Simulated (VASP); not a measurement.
A run of VASP 6.6.1:

Contents of INCAR:

```
SYSTEM = KBr
  PREC = Accurate
  ENCUT = 520
  EDIFF = 1E-6
  ISMEAR = 0
  SIGMA = 0.01
  LREAL = .FALSE.
  LASPH = .TRUE.
  NELM = 60
  ALGO = Normal
  ISIF = 2
  LWAVE = .FALSE.
  LCHARG = .FALSE.
  GGA = PE
  NBANDS = 15
```

The input KPOINTS:

```
Automatic mesh
0
G
  4 4 4
  0 0 0
```

Contents of POSCAR:

```
KBr
1.0
    0.0495337175      3.3022478341      3.3022478341
    3.3022478341      0.0495337175      3.3022478341
    3.3517815516      3.3517815516      0.0000000000
K Br
1 1
Direct
    0.0000000000      0.0000000000      0.0000000000
    0.5000000000      0.5000000000      0.5000000000
```

Potentials or basis: VASP PAW PBE potentials, release 64 (K_sv, Br).

Launch:

```bash
$ cat potpaw_PBE.64/K_sv/POTCAR potpaw_PBE.64/Br/POTCAR > POTCAR
$ mpirun -np 1 vasp_std > vasp.out
```

Hardware: 1 thread of Intel Xeon 8259CL (shared host).

**Question.** How long does it take, and how much memory?

**Answer.** Run time: 28 s on 1 thread of Intel Xeon 8259CL (shared host), peak memory 0.21 GiB. Counts: scf iterations 13, k points 18.
